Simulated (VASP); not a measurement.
# BN (P6_3/mmc) in VASP: a series of runs, part 3 of 3

VASP 6.6.1. Earlier steps stand in the parts before.

## Step 5: Single point, r2SCAN (strain along c alone, the other axes held: -2.0 %)

Contents of POSCAR:

```
BN
1.0
    2.5009264718      0.0000000000      0.0000000000
   -1.2504632359      2.1658658576      0.0000000000
    0.0000000000      0.0000000000      6.7367774444
B N
2 2
Direct
    0.3333333333      0.6666666667      0.2500000000
    0.6666666667      0.3333333333      0.7500000000
    0.3333333333      0.6666666667      0.7500000000
    0.6666666667      0.3333333333      0.2500000000
```

Contents of INCAR.step1:

```
SYSTEM = BN
PREC = Accurate
ENCUT = 520
ISMEAR = 0
SIGMA = 0.02
LREAL = .FALSE.
LASPH = .TRUE.
NELM = 60
NBANDS = 16
GGA = PE
ALGO = Normal
EDIFF = 1E-4
LWAVE = .TRUE.
LCHARG = .FALSE.
```

Contents of INCAR.step2:

```
SYSTEM = BN
PREC = Accurate
ENCUT = 520
EDIFF = 1E-7
ISMEAR = 0
SIGMA = 0.02
LREAL = .FALSE.
LASPH = .TRUE.
NELM = 60
ALGO = Normal
ISIF = 2
LWAVE = .FALSE.
LCHARG = .FALSE.
METAGGA = R2SCAN
LMIXTAU = .TRUE.
NBANDS = 16
ISTART = 1
```

Contents of KPOINTS:

```
regular mesh
0
G
  12 12 4
  0 0 0
```

Potentials or basis: VASP PAW PBE potentials, release 64 (B, N).

Launch:

```console
$ cat potpaw_PBE.64/B/POTCAR potpaw_PBE.64/N/POTCAR > POTCAR
$ cp INCAR.step1 INCAR
$ mpirun -np 1 vasp_std > vasp.out
$ cp INCAR.step2 INCAR
$ mpirun -np 1 vasp_std > vasp.out
```

OUTCAR:

```text
SYSTEM = BN
   PREC = Accurate
   ENCUT = 520
   EDIFF = 1E-7
   ISMEAR = 0
   LREAL = .FALSE.
   LASPH = .TRUE.
   NELM = 60
   ISIF = 2
   METAGGA = R2SCAN
   ISTART = 1

 ion  position               nearest neighbor table
   1  0.333  0.667  0.250-   4 1.44   4 1.44   4 1.44
   2  0.667  0.333  0.750-   3 1.44   3 1.44   3 1.44
   3  0.333  0.667  0.750-   2 1.44   2 1.44   2 1.44
   4  0.667  0.333  0.250-   1 1.44   1 1.44   1 1.44

  LATTYP: Found a hexagonal cell.
 ALAT       =     2.5009264718
 C/A-ratio  =     2.6937127182

  Lattice vectors:

 A1 = (   2.5009264718,   0.0000000000,   0.0000000000)
 A2 = (  -1.2504632359,   2.1658658576,   0.0000000000)
 A3 = (   0.0000000000,   0.0000000000,   6.7367774444)

Analysis of symmetry for initial positions (statically):
=====================================================================
 Subroutine PRICEL returns:
 Original cell was already a primitive cell.

 Routine SETGRP: Setting up the symmetry group for a
 hexagonal supercell.

 Subroutine GETGRP returns: Found 24 space group operations
 (whereof 12 operations were pure point group operations)
 out of a pool of 24 trial point group operations.

The static configuration has the point symmetry D_3d.
 The point group associated with its full space group is D_6h.

Analysis of symmetry for dynamics (positions and initial velocities):
=====================================================================
 Subroutine PRICEL returns:
 Original cell was already a primitive cell.

 Routine SETGRP: Setting up the symmetry group for a
 hexagonal supercell.

 Subroutine GETGRP returns: Found 24 space group operations
 (whereof 12 operations were pure point group operations)
 out of a pool of 24 trial point group operations.

The dynamic configuration has the point symmetry D_3d.
 The point group associated with its full space group is D_6h.

 Subroutine INISYM returns: Found 24 space group operations
 (whereof 12 operations are pure point group operations),
 and found     1 'primitive' translations

----------------------------------------------------------------------------------------

                                     Primitive cell

  volume of cell :      36.4909

  direct lattice vectors                    reciprocal lattice vectors
     2.500926472  0.000000000  0.000000000     0.399851819  0.230854556  0.000000000
    -1.250463236  2.165865858  0.000000000     0.000000000  0.461709111  0.000000000
     0.000000000  0.000000000  6.736777444     0.000000000  0.000000000  0.148438925

  length of vectors
     2.500926472  2.500926472  6.736777444     0.461709111  0.461709111  0.148438925

  position of ions in fractional coordinates (direct lattice)
     0.333333333  0.666666667  0.250000000
     0.666666667  0.333333333  0.750000000
     0.333333333  0.666666667  0.750000000
     0.666666667  0.333333333  0.250000000

  ion indices of the primitive-cell ions
   primitive index   ion index
                 1           1
                 2           2
                 3           3
                 4           4

----------------------------------------------------------------------------------------

 KPOINTS: regular mesh

Automatic generation of k-mesh.
 Grid dimensions read from file:
 generate k-points for:   12   12    4

 Generating k-lattice:

  Cartesian coordinates                     Fractional coordinates (reciprocal lattice)
     0.033320985  0.019237880  0.000000000     0.083333333 -0.000000000  0.000000000
     0.000000000  0.038475759  0.000000000     0.000000000  0.083333333  0.000000000
     0.000000000  0.000000000  0.037109731     0.000000000  0.000000000  0.250000000

  Length of vectors
     0.038475759  0.038475759  0.037109731

  Shift w.r.t. Gamma in fractional coordinates (k-lattice)
     0.000000000  0.000000000  0.000000000

 Subroutine IBZKPT returns following result:
 ===========================================

 Found     57 irreducible k-points:

 Following reciprocal coordinates:
            Coordinates               Weight
  0.000000  0.000000  0.000000      1.000000
  0.083333  0.000000  0.000000      6.000000
  0.166667  0.000000  0.000000      6.000000
  0.250000  0.000000  0.000000      6.000000
  0.333333  0.000000  0.000000      6.000000
  0.416667  0.000000  0.000000      6.000000
[... 16 lines left out ...]
  0.250000  0.000000  0.250000     12.000000
  0.333333  0.000000  0.250000     12.000000
 [... further k-points ...]
   k-points           NKPTS =     57   k-points in BZ     NKDIM =     57   number of bands    NBANDS=     16
   number of dos      NEDOS =    301   number of ions     NIONS =      4
   total plane-waves  NPLWV =  20000
   dimension x,y,z NGX =    20 NGY =   20 NGZ =   50
   dimension x,y,z NGXF=    40 NGYF=   40 NGZF=  100
   ions per type =               2   2
   NGX,Y,Z   is equivalent  to a cutoff of  13.29, 13.29, 12.34 a.u.
   NGXF,Y,Z  is equivalent  to a cutoff of  26.59, 26.59, 24.68 a.u.
 SYSTEM =  BN
   PREC   = accura    normal or accurate (medium, high low for compatibility)
   ISTART =      1    job   : 0-new  1-cont  2-samecut
   ICHARG =      0    charge: 1-file 2-atom 10-const
   ISPIN  =      1    spin polarized calculation?
   LNONCOLLINEAR =      F non collinear calculations
   LSORBIT =      F    spin-orbit coupling
   LASPH  =      T    aspherical Exc in radial PAW
   ENCUT  =  520.0 eV  38.22 Ry    6.18 a.u.   4.65  4.65 12.53*2*pi/ulx,y,z
   NELM   =     60;   NELMIN=  2; NELMDL=  0     # of ELM steps
   EDIFF  = 0.1E-06   stopping-criterion for ELM
   LREAL  =      F    real-space projection
   EDIFFG = 0.1E-05   stopping-criterion for IOM
   NSW    =      0    number of steps for IOM
   IBRION =     -1    ionic relax: 0-MD 1-quasi-New 2-CG
   NFREE  =      0    steps in history (QN), initial steepest desc. (CG)
   ISIF   =      2    stress and relaxation
   ISYM   =      2    0-nonsym 1-usesym 2-fastsym
   POTIM  = 0.5000    time-step for ionic-motion
   TEBEG  =    0.0;   TEEND  =   0.0 temperature during run
   PSTRESS=    0.0 pullay stress
   NELECT =      16.0000    total number of electrons
   NUPDOWN=      -1.0000    fix difference up-down
   EMIN   =  10.00;   EMAX   =-10.00  energy-range for DOS
   EFERMI =   0.00;   METHOD = LEGACY
   ISMEAR =     0;   SIGMA  =   0.02  broadening in eV -4-tet -1-fermi 0-gaus
   EFERMI_NEDOS =   21; number of points for ismear=-14 and -15
   IALGO  =     38    algorithm
   IMIX   =      4    mixing-type and parameters
     AMIX     =   0.40;   BMIX     =  1.00
     AMIX_MAG =   1.60;   BMIX_MAG =  1.00
  volume/ion in A,a.u.               =       9.12        61.56
  Fermi-wavevector in a.u.,A,eV,Ry     =   1.243712  2.350275 21.045768  1.546820
  Thomas-Fermi vector in A             =   2.378011
   LORBIT       =      0    0 simple, 1 ext, 2 COOP (PROOUT), +10 PAW based schemes
   METAGGA = R2SCAN    functional components
   LHFCALC =     F    Hartree Fock is set to
   AEXX    =    0.0000 exact exchange contribution
   IVDW    =     0    specifies the selected vdW correction
   LEPSILON=     F    determine dielectric tensor
   LRPA    =     F    only Hartree local field effects (RPA)
 non-spin polarized calculation
 Gauss-broadening in eV      SIGMA  =   0.02
  energy-cutoff  :      520.00
  volume of cell :       36.49
 maximum number of plane-waves:      1000
 NGX is ok and might be reduce to    20
   NGX =  9   NGY =  9   NGZ = 25

 number of electron      15.9999999 magnetization

 Free energy of the ion-electron system (eV)
  ---------------------------------------------------
  ext. energy  EPLUGINS =         0.00000000
  ---------------------------------------------------
  free energy    TOTEN  =       -38.59486465 eV

  energy without entropy =      -38.59486465  energy(sigma->0) =      -38.59486465

 E-fermi :   2.0238     XC(G=0): -10.6489

 val. band max:        1.9120008953   @ k =   0.3333   0.3333   0.5000
 cond. band min:       6.8118410499   @ k =   0.5000   0.0000   0.0000
 fundamental gap:      4.8998401546
 Fermi energy:         2.0237773546

 k-point     1 :       0.0000    0.0000    0.0000
  band No.  band energies     occupation
      1     -16.8885      2.00000
      2     -16.6287      2.00000
      3      -4.4182      2.00000
      4      -2.3787      2.00000
      5       0.5638      2.00000
      6       0.5638      2.00000
[... 8 lines left out ...]
     15      14.9550      0.00000
     16      16.2516      0.00000
[... 420 lines left out ...]
  band No.  band energies     occupation
      1     -14.8027      2.00000
      2     -14.6715      2.00000
      3      -5.2691      2.00000
      4      -5.2175      2.00000
      5      -1.7897      2.00000
      6      -1.7501      2.00000
[... 8 lines left out ...]
     15      19.6939      0.00000
     16      21.7146      0.00000

 [... further k-points ...]
[... 5 lines left out ...]
  --------------------------------------------------------------------------------------
  -------------------------------------------------------------------------------------
  Total        0.1638220      0.1638220      0.0540195      0.0000000      0.0000000      0.0000000
  in kB        7.1928035      7.1928035      2.3717897      0.0000000      0.0000000      0.0000000
  external PRESSURE =       5.5857989 kB  Pullay stress =       0.0000000 kB

 VOLUME and BASIS-vectors are now :
 -----------------------------------------------------------------------------
  energy-cutoff  :      520.00
  volume of cell :       36.49
      direct lattice vectors                 reciprocal lattice vectors
     2.500926472  0.000000000  0.000000000     0.399851819  0.230854556  0.000000000
    -1.250463236  2.165865858  0.000000000     0.000000000  0.461709111  0.000000000
     0.000000000  0.000000000  6.736777444     0.000000000  0.000000000  0.148438925

 POSITION                                       TOTAL-FORCE (eV/Angst)
 -----------------------------------------------------------------------------------
     -0.00000      1.44391      1.68419        -0.000000      0.000000      0.000000
      1.25046      0.72196      5.05258        -0.000000      0.000000      0.000000
     -0.00000      1.44391      5.05258         0.000000     -0.000000      0.000000
      1.25046      0.72196      1.68419        -0.000000      0.000000      0.000000
 -----------------------------------------------------------------------------------
    total drift:                                0.000000     -0.000000      0.000000

  FREE ENERGIE OF THE ION-ELECTRON SYSTEM (eV)
  ---------------------------------------------------
  free  energy   TOTEN  =       -38.5948646450 eV

  energy  without entropy=      -38.5948646450  energy(sigma->0) =      -38.59486465
```

Run time: 98 s. Hardware: 1 thread of Intel Xeon Platinum 8259CL at 2.50GHz (Skylake/Cascade Lake), shared host; peak memory 0.17 GiB.

Results:

* Free energy: -38.5949 eV
* Pressure: 0.6 GPa
* Band gap on the k mesh: 4.90 eV, indirect (least direct gap 5.37 eV)

Stress tensor (GPa, compression positive):
```
0.72 0.00 0.00
0.00 0.72 0.00
0.00 0.00 0.24
```

Caveat: the cell differs from its parent crystal (strain along c alone, the other axes held: -2.0 %); the PAW data sets were made with another functional, which shifts forces and pressure a little.

## Step 6: The runs side by side

| cell | gap on the mesh (eV) | pressure (GPa) |
| --- | --- | --- |
| a = 2.501, b = 2.501, c = 6.874 Å, angles 90.0, 90.0, 120.0°, 4 atoms | 4.93 | 0.4 |
| a = 2.501, b = 2.501, c = 6.462 Å, angles 90.0, 90.0, 120.0°, 4 atoms | 4.82 | 1.1 |
| a = 2.501, b = 2.501, c = 6.599 Å, angles 90.0, 90.0, 120.0°, 4 atoms | 4.87 | 0.8 |
| a = 2.501, b = 2.501, c = 6.737 Å, angles 90.0, 90.0, 120.0°, 4 atoms | 4.90 | 0.6 |

Alike in all rows: task single point; level r2SCAN; potentials or basis VASP PAW PBE potentials, release 64 (B, N); no spin polarisation; k mesh 12 × 12 × 4; cutoff (eV) 520; smearing gaussian 0.02 eV.

Caveats: the PAW data sets were made with another functional, which shifts forces and pressure a little.

Absolute energies hang on the potentials; compare differences alone.
